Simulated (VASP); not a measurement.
# Ag (P6_3/mmc) in VASP: settings compared

The runs below take Ag through single point, with PBEsol, PBE0, PBE-based screened hybrid with 25 % exact exchange, PBEsol-based screened hybrid with 25 % exact exchange, B3LYP.

Everything below comes from runs of VASP 6.6.1. Logs are shortened: lines on timing, memory, paths and dates and some standing lists are left out, and cuts for length are marked.

### Step 1. The cell of the first run

It takes space group P6_3/mmc (No. 194, hexagonal). The conventional cell has a = 2.930 Å, b = 2.930 Å, c = 4.790 Å, α = 90.00°, β = 90.00°, γ = 120.00°. Ag (site symmetry -6m2) has 12 Ag at 2.93 Å within 3.9 Å.

This isn't the form of Ag at room conditions, which is fcc.

### Step 2. Single point, PBEsol, non-collinear spin, zero start, spin-orbit coupling

Contents of INCAR:

```
SYSTEM = Ag
ALGO     = Normal         ! electronic algorithm
EDIFF    = 1E-6           ! SCF threshold, eV
ENCUT    = 520            ! plane-wave cutoff, eV
GGA      = PS             ! functional
GGA_COMPAT= .False.      
ISIF     = 2              ! what is computed and relaxed
ISMEAR   = -1             ! smearing method
LASPH    = .True.         ! aspherical terms in the spheres
LCHARG   = .True.         ! write CHGCAR
LMAXMIX  = 4              ! l up to which the mixer works
LNONCOLLINEAR= .True.         ! non-collinear magnetism
LORBIT   = 11             ! projections on sites
LORBMOM  = .True.       
LREAL    = .False.        ! projectors in reciprocal space
LSORBIT  = .True.         ! spin-orbit coupling
LVHAR    = .True.       
LWAVE    = .False.        ! write WAVECAR
MAGMOM   = 0 0 0 0 0 0    ! initial moments
NBANDS   = 34             ! bands
NELM     = 150            ! most SCF steps
PREC     = Accurate       ! precision mode
SIGMA    = 0.05           ! smearing width, eV
```

Contents of KPOINTS:

```
k-points
0
Gamma
  10 10 6
  0 0 0
```

Contents of POSCAR:

```
Ag
1.0
    2.9300000000      0.0000000000      0.0000000000
   -1.4650000000      2.5374544331      0.0000000000
    0.0000000000      0.0000000000      4.7900000000
Ag
2
Direct
    0.6666666667      0.3333333333      0.7500000000
    0.3333333333      0.6666666667      0.2500000000
```

Potentials or basis: VASP PAW PBE potentials, release 64 (Ag).

Run with:

```sh
cat potpaw_PBE.64/Ag/POTCAR > POTCAR
mpirun -np 1 vasp_ncl > vasp.out
```

OUTCAR:

```text
SYSTEM = Ag
   EDIFF = 1E-6
   ENCUT = 520
   GGA = PS
   ISIF = 2
   ISMEAR = -1
   LASPH = .True.
   LNONCOLLINEAR = .True.
   LORBIT = 11
   LREAL = .False.
   LSORBIT = .True.
   NELM = 150
   PREC = Accurate

 ion  position               nearest neighbor table
   1  0.667  0.333  0.750-   2 2.93   2 2.93   2 2.93   2 2.93   2 2.93   2 2.93
   2  0.333  0.667  0.250-   1 2.93   1 2.93   1 2.93   1 2.93   1 2.93   1 2.93

  LATTYP: Found a hexagonal cell.
 ALAT       =     2.9300000000
 C/A-ratio  =     1.6348122867

  Lattice vectors:

 A1 = (   2.9300000000,   0.0000000000,   0.0000000000)
 A2 = (  -1.4650000000,   2.5374544331,   0.0000000000)
 A3 = (   0.0000000000,   0.0000000000,   4.7900000000)

Analysis of symmetry for initial positions (statically):
=====================================================================
 Subroutine PRICEL returns:
 Original cell was already a primitive cell.

 Routine SETGRP: Setting up the symmetry group for a
 hexagonal supercell.

 Subroutine GETGRP returns: Found 24 space group operations
 (whereof 12 operations were pure point group operations)
 out of a pool of 24 trial point group operations.

The static configuration has the point symmetry D_3d.
 The point group associated with its full space group is D_6h.

Analysis of symmetry for dynamics (positions and initial velocities):
=====================================================================
 Subroutine PRICEL returns:
 Original cell was already a primitive cell.

 Routine SETGRP: Setting up the symmetry group for a
 hexagonal supercell.

 Subroutine GETGRP returns: Found 24 space group operations
 (whereof 12 operations were pure point group operations)
 out of a pool of 24 trial point group operations.

The dynamic configuration has the point symmetry D_3d.
 The point group associated with its full space group is D_6h.

Analysis of structural, dynamic, and magnetic symmetry:
=====================================================================
 Subroutine PRICEL returns:
 Original cell was already a primitive cell.

 Routine SETGRP: Setting up the symmetry group for a
 hexagonal supercell.

 Subroutine GETGRP returns: Found 24 space group operations
 (whereof 12 operations were pure point group operations)
 out of a pool of 24 trial point group operations.

The overall configuration has the point symmetry D_3d.
 The point group associated with its full space group is D_6h.

 Subroutine INISYM returns: Found 24 space group operations
 (whereof 12 operations are pure point group operations),
 and found     1 'primitive' translations

----------------------------------------------------------------------------------------

                                     Primitive cell

  volume of cell :      35.6124

  direct lattice vectors                    reciprocal lattice vectors
     2.930000000  0.000000000  0.000000000     0.341296928  0.197047873  0.000000000
    -1.465000000  2.537454433  0.000000000     0.000000000  0.394095747  0.000000000
     0.000000000  0.000000000  4.790000000     0.000000000  0.000000000  0.208768267

  length of vectors
     2.930000000  2.930000000  4.790000000     0.394095747  0.394095747  0.208768267

  position of ions in fractional coordinates (direct lattice)
     0.666666667  0.333333333  0.750000000
     0.333333333  0.666666667  0.250000000

  ion indices of the primitive-cell ions
   primitive index   ion index
                 1           1
                 2           2

----------------------------------------------------------------------------------------

 KPOINTS: k-points

Automatic generation of k-mesh.
 Grid dimensions read from file:
 generate k-points for:   10   10    6

 Generating k-lattice:

  Cartesian coordinates                     Fractional coordinates (reciprocal lattice)
     0.034129693  0.019704787  0.000000000     0.100000000  0.000000000  0.000000000
[... 101 lines left out ...]

 number of electron      22.0000005 magnetization       0.0000000     -0.0000000     -0.0000000

 Free energy of the ion-electron system (eV)
  ---------------------------------------------------
  ext. energy  EPLUGINS =         0.00000000
  ---------------------------------------------------
  free energy    TOTEN  =        -6.60456616 eV

  energy without entropy =       -6.59896056  energy(sigma->0) =       -6.60176336

 E-fermi :   7.6146     XC(G=0): -12.1540

 val. band max:        7.4159884161   @ k =   0.3000   0.0000   0.3333
 cond. band min:       7.6570692375   @ k =   0.3000   0.2000   0.3333
 fundamental gap:      0.2410808214
 Fermi energy:         7.6146181264

 k-point     1 :       0.0000    0.0000    0.0000
  band No.  band energies     occupation
      1       0.1288      1.00000
      2       0.1288      1.00000
      3       1.4981      1.00000
      4       1.4981      1.00000
      5       2.8664      1.00000
      6       2.8664      1.00000
[... 877 lines left out ...]
     33      19.6940      0.00000
     34      19.6940      0.00000

 [... further k-points ...]

------------------------ aborting loop because EDIFF is reached ----------------------------------------

  FORCE on cell =-STRESS in cart. coord.  units (eV):
  Direction    XX          YY          ZZ          XY          YZ          ZX
  --------------------------------------------------------------------------------------
  -------------------------------------------------------------------------------------
  Total       -1.3715115     -1.3715115     -1.5082017      0.0000000      0.0000000      0.0000000
  in kB      -61.7033381    -61.7033381    -67.8529324      0.0000000      0.0000000      0.0000000
  external PRESSURE =     -63.7532029 kB  Pullay stress =       0.0000000 kB

 VOLUME and BASIS-vectors are now :
 -----------------------------------------------------------------------------
  energy-cutoff  :      520.00
  volume of cell :       35.61
      direct lattice vectors                 reciprocal lattice vectors
     2.930000000  0.000000000  0.000000000     0.341296928  0.197047873  0.000000000
    -1.465000000  2.537454433  0.000000000     0.000000000  0.394095747  0.000000000
     0.000000000  0.000000000  4.790000000     0.000000000  0.000000000  0.208768267

 POSITION                                       TOTAL-FORCE (eV/Angst)
 -----------------------------------------------------------------------------------
      1.46500      0.84582      3.59250        -0.000000     -0.000000      0.000000
     -0.00000      1.69164      1.19750         0.000000      0.000000      0.000000
 -----------------------------------------------------------------------------------
    total drift:                               -0.000000     -0.000000     -0.000000

  FREE ENERGIE OF THE ION-ELECTRON SYSTEM (eV)
  ---------------------------------------------------
  free  energy   TOTEN  =        -6.6045661630 eV

  energy  without entropy=       -6.5989605561  energy(sigma->0) =       -6.60176336

 orbital moment (x)

 # of ion     p       d       tot
 ----------------------------------------
  1         0.000   0.000   0.000
  2         0.000  -0.000  -0.000
 ----------------------------------------
            0.000  -0.000  -0.000

 orbital moment (y)

 # of ion     p       d       tot
 ----------------------------------------
  1         0.000   0.000   0.000
  2        -0.000   0.000   0.000
 ----------------------------------------
            0.000   0.000   0.000

 orbital moment (z)

 # of ion     p       d       tot
 ----------------------------------------
  1        -0.000   0.000  -0.000
  2         0.000  -0.000  -0.000
 ----------------------------------------
            0.000  -0.000  -0.000

 Spin-Orbit-Coupling matrix elements

 Ion:    1  E_soc:     -0.0536332
 l=   1
     0.0000000    -0.0018501    -0.0018690
    -0.0018501     0.0000000    -0.0018501
    -0.0018690    -0.0018501     0.0000000
 l=   2
     0.0000000    -0.0013964     0.0000000    -0.0013964    -0.0056895
    -0.0013964     0.0000000    -0.0042989    -0.0013745    -0.0013964
     0.0000000    -0.0042989     0.0000000    -0.0042989     0.0000000
    -0.0013964    -0.0013745    -0.0042989     0.0000000    -0.0013964
    -0.0056895    -0.0013964     0.0000000    -0.0013964     0.0000000
 l=   3
     0.0000000     0.0000000     0.0000000     0.0000000     0.0000000     0.0000000     0.0000000
     0.0000000     0.0000000     0.0000000     0.0000000     0.0000000     0.0000000     0.0000000
     0.0000000     0.0000000     0.0000000     0.0000000     0.0000000     0.0000000     0.0000000
     0.0000000     0.0000000     0.0000000     0.0000000     0.0000000     0.0000000     0.0000000
     0.0000000     0.0000000     0.0000000     0.0000000     0.0000000     0.0000000     0.0000000
     0.0000000     0.0000000     0.0000000     0.0000000     0.0000000     0.0000000     0.0000000
     0.0000000     0.0000000     0.0000000     0.0000000     0.0000000     0.0000000     0.0000000

 Ion:    2  E_soc:     -0.0536332
 l=   1
     0.0000000    -0.0018501    -0.0018690
    -0.0018501     0.0000000    -0.0018501
    -0.0018690    -0.0018501     0.0000000
 l=   2
     0.0000000    -0.0013964     0.0000000    -0.0013964    -0.0056895
    -0.0013964     0.0000000    -0.0042989    -0.0013745    -0.0013964
     0.0000000    -0.0042989     0.0000000    -0.0042989     0.0000000
    -0.0013964    -0.0013745    -0.0042989     0.0000000    -0.0013964
    -0.0056895    -0.0013964     0.0000000    -0.0013964     0.0000000
 l=   3
     0.0000000     0.0000000     0.0000000     0.0000000     0.0000000     0.0000000     0.0000000
     0.0000000     0.0000000     0.0000000     0.0000000     0.0000000     0.0000000     0.0000000
     0.0000000     0.0000000     0.0000000     0.0000000     0.0000000     0.0000000     0.0000000
     0.0000000     0.0000000     0.0000000     0.0000000     0.0000000     0.0000000     0.0000000
     0.0000000     0.0000000     0.0000000     0.0000000     0.0000000     0.0000000     0.0000000
     0.0000000     0.0000000     0.0000000     0.0000000     0.0000000     0.0000000     0.0000000
     0.0000000     0.0000000     0.0000000     0.0000000     0.0000000     0.0000000     0.0000000

 total charge

# of ion       s       p       d       tot
------------------------------------------
    1        0.406   0.273   9.146   9.824
    2        0.406   0.273   9.146   9.824
--------------------------------------------------
tot          0.812   0.545  18.291  19.649

 magnetization (x)

# of ion       s       p       d       tot
------------------------------------------
    1        0.000   0.000   0.000   0.000
    2       -0.000   0.000   0.000  -0.000
--------------------------------------------------
tot          0.000   0.000   0.000   0.000

 magnetization (y)

# of ion       s       p       d       tot
------------------------------------------
    1       -0.000   0.000   0.000  -0.000
    2        0.000   0.000   0.000   0.000
--------------------------------------------------
tot          0.000   0.000   0.000   0.000

 magnetization (z)

# of ion       s       p       d       tot
------------------------------------------
    1        0.000   0.000   0.000   0.000
    2        0.000   0.000   0.000   0.000
--------------------------------------------------
tot          0.000   0.000   0.000   0.000
```

Wall time 3.4 min (1 thread of AMD EPYC 7R43 (Zen 3), shared host); peak memory 0.26 GiB.

What came out:

- Free energy: -6.6046 eV
- Pressure: -6.4 GPa
- Net moment: 0.00 μB per cell
- Valence electrons inside the program's atomic spheres: Ag 9.82

Moments on the atoms (μB; x, y, z):
```
Ag  0.00 0.00 0.00
Ag  0.00 0.00 0.00
```

Caveat: the cell stands under tension; the PAW data sets were made with another functional, which shifts forces and pressure a little.

[end of part 1 of 2]
